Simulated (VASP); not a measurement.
# B3W (I4/mmm) in VASP: further runs

The runs below take B3W through single point, relaxation of cell and atoms, with PBE.

Everything below comes from runs of VASP 6.6.1. Logs are shortened: lines on timing, memory, paths and dates and some standing lists are left out, and cuts for length are marked.

## (1) The cell of the first run

It takes space group I4/mmm (No. 139, tetragonal). Conventional cell: a = 3.079 Å, b = 3.079 Å, c = 7.356 Å, α = 90.00°, β = 90.00°, γ = 90.00°. Within 2.9 Å of B (site symmetry 4/mmm) lie 4 W at 2.18 Å and 8 B at 2.40 Å. B (site symmetry -4m2) has 8 B at 2.18 to 2.40 Å and 4 W at 2.40 Å within 2.9 Å. Within 2.9 Å of W (site symmetry 4/mmm) lie 12 B at 2.18 to 2.40 Å.

## (2) Single point, PBE

Input file INCAR:

```
  PREC = Accurate
  ENCUT = 520
  EDIFF = 1E-6
  ISMEAR = 0
  SIGMA = 0.1
  LREAL = F
  LASPH = T
  NELM = 60
  ALGO = Normal
  ISIF = 2
  LWAVE = F
  LCHARG = F
  GGA = PE
  NBANDS = 20
```

Input file KPOINTS:

```
Automatic mesh
0
Gamma
  8 8 8
```

Input file POSCAR:

```
B3W
1.0
   -1.5393305582      1.5393305582      3.6782345284
    1.5393305582     -1.5393305582      3.6782345284
    1.5393305582      1.5393305582     -3.6782345284
B W
3 1
Direct
    0.5000000000      0.5000000000      0.0000000000
    0.2500000000      0.7500000000      0.5000000000
    0.7500000000      0.2500000000      0.5000000000
    0.0000000000      0.0000000000      0.0000000000
```

Potentials or basis: VASP PAW PBE potentials, release 64 (B, W_sv).

On the command line:

```
> cat potpaw_PBE.64/B/POTCAR potpaw_PBE.64/W_sv/POTCAR > POTCAR
> mpirun -np 1 vasp_std > vasp.out
```

OUTCAR:

```text
PREC = Accurate
   ENCUT = 520
   EDIFF = 1E-6
   ISMEAR = 0
   LREAL = F
   LASPH = T
   NELM = 60
   ISIF = 2
   GGA = PE

 ion  position               nearest neighbor table
   1  0.500  0.500  0.000-   4 2.18   4 2.18   4 2.18   4 2.18
   2  0.250  0.750  0.500-   4 2.40   4 2.40   4 2.40   4 2.40
   3  0.750  0.250  0.500-   4 2.40   4 2.40   4 2.40   4 2.40
   4  0.000  0.000  0.000-   1 2.18   1 2.18   1 2.18   1 2.18   3 2.40   2 2.40   3 2.40   2 2.40
                             3 2.40   3 2.40   2 2.40   2 2.40

  LATTYP: Found a body centered tetragonal cell.
 ALAT       =     3.0786611164
 C/A-ratio  =     2.3895027022

  Lattice vectors:

 A1 = (  -1.5393305582,   1.5393305582,   3.6782345284)
 A2 = (   1.5393305582,  -1.5393305582,   3.6782345284)
 A3 = (   1.5393305582,   1.5393305582,  -3.6782345284)

Analysis of symmetry for initial positions (statically):
=====================================================================
 Subroutine PRICEL returns:
 Original cell was already a primitive cell.

 Routine SETGRP: Setting up the symmetry group for a
 body centered tetragonal supercell.

 Subroutine GETGRP returns: Found 16 space group operations
 (whereof 16 operations were pure point group operations)
 out of a pool of 16 trial point group operations.

The static configuration has the point symmetry D_4h.

Analysis of symmetry for dynamics (positions and initial velocities):
=====================================================================
 Subroutine PRICEL returns:
 Original cell was already a primitive cell.

 Routine SETGRP: Setting up the symmetry group for a
 body centered tetragonal supercell.

 Subroutine GETGRP returns: Found 16 space group operations
 (whereof 16 operations were pure point group operations)
 out of a pool of 16 trial point group operations.

The dynamic configuration has the point symmetry D_4h.

 Subroutine INISYM returns: Found 16 space group operations
 (whereof 16 operations are pure point group operations),
 and found     1 'primitive' translations

----------------------------------------------------------------------------------------

                                     Primitive cell

  volume of cell :      34.8629

  direct lattice vectors                    reciprocal lattice vectors
    -1.539330558  1.539330558  3.678234528     0.000000000  0.324816523  0.135934780
     1.539330558 -1.539330558  3.678234528     0.324816523  0.000000000  0.135934780
     1.539330558  1.539330558 -3.678234528     0.324816523  0.324816523  0.000000000

  length of vectors
     4.274164992  4.274164992  4.274164992     0.352113672  0.352113672  0.459359932

  position of ions in fractional coordinates (direct lattice)
     0.500000000  0.500000000  0.000000000
     0.250000000  0.750000000  0.500000000
     0.750000000  0.250000000  0.500000000
     0.000000000  0.000000000  0.000000000

  ion indices of the primitive-cell ions
   primitive index   ion index
                 1           1
                 2           2
                 3           3
                 4           4

----------------------------------------------------------------------------------------

 KPOINTS: Automatic mesh

Automatic generation of k-mesh.
 Grid dimensions read from file:
 generate k-points for:    8    8    8

 Generating k-lattice:

  Cartesian coordinates                     Fractional coordinates (reciprocal lattice)
     0.000000000  0.040602065  0.016991847     0.125000000  0.000000000  0.000000000
     0.040602065  0.000000000  0.016991847     0.000000000  0.125000000  0.000000000
     0.040602065  0.040602065  0.000000000     0.000000000  0.000000000  0.125000000

  Length of vectors
     0.044014209  0.044014209  0.057419992

  Shift w.r.t. Gamma in fractional coordinates (k-lattice)
     0.000000000  0.000000000  0.000000000

 Subroutine IBZKPT returns following result:
 ===========================================

 Found     59 irreducible k-points:

 Following reciprocal coordinates:
            Coordinates               Weight
  0.000000  0.000000  0.000000      1.000000
  0.125000 -0.000000  0.000000      8.000000
  0.250000 -0.000000  0.000000      8.000000
  0.375000 -0.000000  0.000000      8.000000
  0.500000 -0.000000  0.000000      4.000000
  0.125000  0.125000  0.000000      8.000000
[... 16 lines left out ...]
  0.250000  0.125000  0.125000     16.000000
  0.375000  0.125000  0.125000      8.000000
 [... further k-points ...]
   k-points           NKPTS =     59   k-points in BZ     NKDIM =     59   number of bands    NBANDS=     20
   number of dos      NEDOS =    301   number of ions     NIONS =      4
   total plane-waves  NPLWV =  32768
   dimension x,y,z NGX =    32 NGY =   32 NGZ =   32
   dimension x,y,z NGXF=    64 NGYF=   64 NGZF=   64
   ions per type =               3   1
   NGX,Y,Z   is equivalent  to a cutoff of  12.45, 12.45, 12.45 a.u.
   NGXF,Y,Z  is equivalent  to a cutoff of  24.89, 24.89, 24.89 a.u.
 SYSTEM =  unknown system
   PREC   = accura    normal or accurate (medium, high low for compatibility)
   ISTART =      0    job   : 0-new  1-cont  2-samecut
   ICHARG =      2    charge: 1-file 2-atom 10-const
   ISPIN  =      1    spin polarized calculation?
   LNONCOLLINEAR =      F non collinear calculations
   LSORBIT =      F    spin-orbit coupling
   LASPH  =      T    aspherical Exc in radial PAW
   ENCUT  =  520.0 eV  38.22 Ry    6.18 a.u.   7.95  7.95  7.95*2*pi/ulx,y,z
   NELM   =     60;   NELMIN=  2; NELMDL= -5     # of ELM steps
   EDIFF  = 0.1E-05   stopping-criterion for ELM
   LREAL  =      F    real-space projection
   EDIFFG = 0.1E-04   stopping-criterion for IOM
   NSW    =      0    number of steps for IOM
   IBRION =     -1    ionic relax: 0-MD 1-quasi-New 2-CG
   NFREE  =      0    steps in history (QN), initial steepest desc. (CG)
   ISIF   =      2    stress and relaxation
   ISYM   =      2    0-nonsym 1-usesym 2-fastsym
   POTIM  = 0.5000    time-step for ionic-motion
   TEBEG  =    0.0;   TEEND  =   0.0 temperature during run
   PSTRESS=    0.0 pullay stress
   NELECT =      23.0000    total number of electrons
   NUPDOWN=      -1.0000    fix difference up-down
   EMIN   =  10.00;   EMAX   =-10.00  energy-range for DOS
   EFERMI =   0.00;   METHOD = LEGACY
   ISMEAR =     0;   SIGMA  =   0.10  broadening in eV -4-tet -1-fermi 0-gaus
   EFERMI_NEDOS =   21; number of points for ismear=-14 and -15
   IALGO  =     38    algorithm
   IMIX   =      4    mixing-type and parameters
     AMIX     =   0.40;   BMIX     =  1.00
     AMIX_MAG =   1.60;   BMIX_MAG =  1.00
  volume/ion in A,a.u.               =       8.72        58.82
  Fermi-wavevector in a.u.,A,eV,Ry     =   1.425158  2.693158 27.634461  2.031076
  Thomas-Fermi vector in A             =   2.545572
   LORBIT       =      0    0 simple, 1 ext, 2 COOP (PROOUT), +10 PAW based schemes
   GGA     = PE    functional components
   LHFCALC =     F    Hartree Fock is set to
   AEXX    =    0.0000 exact exchange contribution
   IVDW    =     0    specifies the selected vdW correction
   LEPSILON=     F    determine dielectric tensor
   LRPA    =     F    only Hartree local field effects (RPA)
 non-spin polarized calculation
 Gauss-broadening in eV      SIGMA  =   0.10
  energy-cutoff  :      520.00
  volume of cell :       34.86
 maximum number of plane-waves:       954
   NGX = 15   NGY = 15   NGZ = 15

 number of electron      22.9999999 magnetization

 Free energy of the ion-electron system (eV)
  ---------------------------------------------------
  ext. energy  EPLUGINS =         0.00000000
  ---------------------------------------------------
  free energy    TOTEN  =       -30.94116616 eV

  energy without entropy =      -30.92699138  energy(sigma->0) =      -30.93407877

 E-fermi :  10.7062     XC(G=0): -13.1034

 val. band max:       10.7044141270   @ k =   0.5000   0.2500   0.1250
 cond. band min:      10.7339653492   @ k =   0.0000   0.0000   0.0000
 fundamental gap:      0.0295512222
 Fermi energy:        10.7062228873

 k-point     1 :       0.0000    0.0000    0.0000
  band No.  band energies     occupation
      1     -63.9087      2.00000
      2     -28.2081      2.00000
      3     -28.2081      2.00000
      4     -28.1684      2.00000
      5      -4.5542      2.00000
      6       3.0050      2.00000
[... 12 lines left out ...]
     19      18.5842      0.00000
     20      19.0332      0.00000

 k-point     2 :       0.1250   -0.0000    0.0000
  band No.  band energies     occupation
      1     -63.9065      2.00000
      2     -28.2623      2.00000
      3     -28.2019      2.00000
      4     -28.1643      2.00000
      5      -4.2412      2.00000
      6       2.8319      2.00000
[... 12 lines left out ...]
     19      18.1858      0.00000
     20      18.3353      0.00000

 k-point     3 :       0.2500   -0.0000    0.0000
  band No.  band energies     occupation
      1     -63.9013      2.00000
      2     -28.3912      2.00000
      3     -28.1870      2.00000
      4     -28.1544      2.00000
      5      -3.3543      2.00000
      6       2.1012      2.00000
[... 12 lines left out ...]
     19      17.2386      0.00000
     20      18.2787      0.00000

 k-point     4 :       0.3750   -0.0000    0.0000
  band No.  band energies     occupation
      1     -63.8962      2.00000
      2     -28.5173      2.00000
      3     -28.1720      2.00000
      4     -28.1444      2.00000
      5      -2.0455      2.00000
      6       1.0640      2.00000
[... 12 lines left out ...]
     19      18.4408      0.00000
     20      19.1285      0.00000

 k-point     5 :       0.5000   -0.0000    0.0000
  band No.  band energies     occupation
      1     -63.8940      2.00000
      2     -28.5687      2.00000
      3     -28.1657      2.00000
      4     -28.1402      2.00000
      5      -0.8856      2.00000
      6       0.0602      2.00000
[... 12 lines left out ...]
     19      18.8277      0.00000
     20      20.2069      0.00000
[... 353 lines left out ...]
      6       2.3574      2.00000
[... 12 lines left out ...]
     19      19.4275      0.00000
     20      20.0555      0.00000

 k-point    22 :       0.1250    0.1250    0.1250
  band No.  band energies     occupation
      1     -63.8940      2.00000
      2     -28.3714      2.00000
      3     -28.3682      2.00000
      4     -28.1359      2.00000
      5      -2.4190      2.00000
      6       2.4898      2.00000
[... 12 lines left out ...]
     19      17.5282      0.00000
     20      17.9288      0.00000

 k-point    23 :       0.2500    0.1250    0.1250
  band No.  band energies     occupation
      1     -63.8888      2.00000
      2     -28.4960      2.00000
      3     -28.3548      2.00000
      4     -28.1251      2.00000
      5      -1.2376      2.00000
      6       1.4677      2.00000
[... 12 lines left out ...]
     19      18.3439      0.00000
     20      18.5162      0.00000

 k-point    24 :       0.3750    0.1250    0.1250
  band No.  band energies     occupation
      1     -63.8866      2.00000
      2     -28.5475      2.00000
      3     -28.3486      2.00000
      4     -28.1205      2.00000
      5       0.1128      2.00000
      6       0.1229      2.00000
[... 12 lines left out ...]
     19      18.9202      0.00000
     20      19.9550      0.00000

 [... further k-points ...]
[... 5 lines left out ...]
  --------------------------------------------------------------------------------------
  -------------------------------------------------------------------------------------
  Total        0.0838279      0.0838279      0.0660520      0.0000000      0.0000000      0.0000000
  in kB        3.8524428      3.8524428      3.0355223      0.0000000      0.0000000      0.0000000
  external PRESSURE =       3.5801359 kB  Pullay stress =       0.0000000 kB

 VOLUME and BASIS-vectors are now :
 -----------------------------------------------------------------------------
  energy-cutoff  :      520.00
  volume of cell :       34.86
      direct lattice vectors                 reciprocal lattice vectors
    -1.539330558  1.539330558  3.678234528     0.000000000  0.324816523  0.135934780
     1.539330558 -1.539330558  3.678234528     0.324816523  0.000000000  0.135934780
     1.539330558  1.539330558 -3.678234528     0.324816523  0.324816523  0.000000000

 POSITION                                       TOTAL-FORCE (eV/Angst)
 -----------------------------------------------------------------------------------
      0.00000      0.00000      3.67823         0.000000      0.000000      0.000000
      1.53933     -0.00000      1.83912         0.000000     -0.000000     -0.000000
     -0.00000      1.53933      1.83912        -0.000000      0.000000     -0.000000
      0.00000      0.00000      0.00000         0.000000      0.000000      0.000000
 -----------------------------------------------------------------------------------
    total drift:                                0.000000     -0.000000     -0.000000

  FREE ENERGIE OF THE ION-ELECTRON SYSTEM (eV)
  ---------------------------------------------------
  free  energy   TOTEN  =       -30.9411661639 eV

  energy  without entropy=      -30.9269913773  energy(sigma->0) =      -30.93407877
```

Run time: 16 s. Hardware: 1 thread of Intel Xeon 6975P-C (Granite Rapids), shared host; peak memory 0.2 GiB.

Results:

| Quantity | Value |
| --- | --- |
| Free energy | -30.9412 eV |
| Pressure | 0.4 GPa |

Caveat: the k points lie up to 0.36 Å⁻¹ apart; spin-orbit coupling is left out, which moves the levels of the heavy elements.

(Continued in part 2 of 2.)
